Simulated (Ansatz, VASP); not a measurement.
## SiC: VASP beside Ansatz

The input POSCAR:

```
SiC
1.0
    3.0751950059      0.0000000000      0.0000000000
   -1.5375975029      2.6631969967      0.0000000000
    0.0000000000      0.0000000000      5.0481668544
Si C
2 2
Direct
    0.3333333333      0.6666666667      0.0046028828
    0.6666666667      0.3333333333      0.5046028828
    0.3333333333      0.6666666667      0.3803971172
    0.6666666667      0.3333333333      0.8803971172
```

File INCAR.step1:

```
SYSTEM = SiC
PREC = Accurate
ENCUT = 520
ISMEAR = 0
SIGMA = 0.05
LREAL = .False.
LASPH = .True.
NELM = 100
NBANDS = 16
GGA = PE
ALGO = Normal
EDIFF = 1E-4
LWAVE = .True.
LCHARG = .False.
```

Contents of INCAR.step2:

```
SYSTEM = SiC
PREC = Accurate
ENCUT = 520
EDIFF = 1E-6
ISMEAR = 0
SIGMA = 0.05
LREAL = .False.
LASPH = .True.
NELM = 100
ALGO = Normal
ISIF = 2
LWAVE = .False.
LCHARG = .False.
METAGGA = R2SCAN
LMIXTAU = .True.
NBANDS = 16
ISTART = 1
```

Contents of KPOINTS:

```
regular mesh
0
Gamma
  12 12 4
  0 0 0
```

Input for Ansatz:

```yaml
crystal:
  lattice:
    - [3.0751950059, 0.0, 0.0]
    - [-1.5375975029, 2.6631969967, 0.0]
    - [0.0, 0.0, 5.0481668544]
  atoms:
    - { symbol: Si, position: [0.3333333333, 0.6666666667, 0.0046028828] }
    - { symbol: Si, position: [0.6666666667, 0.3333333333, 0.5046028828] }
    - { symbol: C, position: [0.3333333333, 0.6666666667, 0.3803971172] }
    - { symbol: C, position: [0.6666666667, 0.3333333333, 0.8803971172] }
basis:
  ecutwfc: 500
kpoints:
  mp_grid: { grid: [12, 12, 4] }
hamiltonian:
  xc: r2scan
scf:
  occupations: { method: gaussian, width: 0.05 }
output:
  forces: true
  stress: true
  eigenvalues: true
  write_density: true
  write_potential: true
  elf: true
  volumetric_format: npy
```

Alike in both runs: task single point; functional r2SCAN; k mesh 12 × 12 × 4; occupations gaussian, width 0.05 eV; no spin polarisation.

|  | VASP | Ansatz |
| --- | --- | --- |
| version | VASP 6.6.1 | Ansatz 0.2.0 |
| potentials or method | VASP PAW PBE potentials, release 64 (Si, C), cutoff 520 eV | scalar-relativistic, plane waves, PAW |
| valence electrons in the cell | 16 | 16 |

```tsv
	VASP	Ansatz	Ansatz less VASP
gap on the k mesh at the Fermi level (eV)	2.66	2.65	-0.007
least direct gap on the mesh (eV)	4.48	4.48	-0.009
pressure (GPa)	-0.2	0.0	+0.18
```

VASP's potentials were made for PBE, not for r2SCAN. With one functional, cell and mesh, what is left measures potentials, basis and numerics.
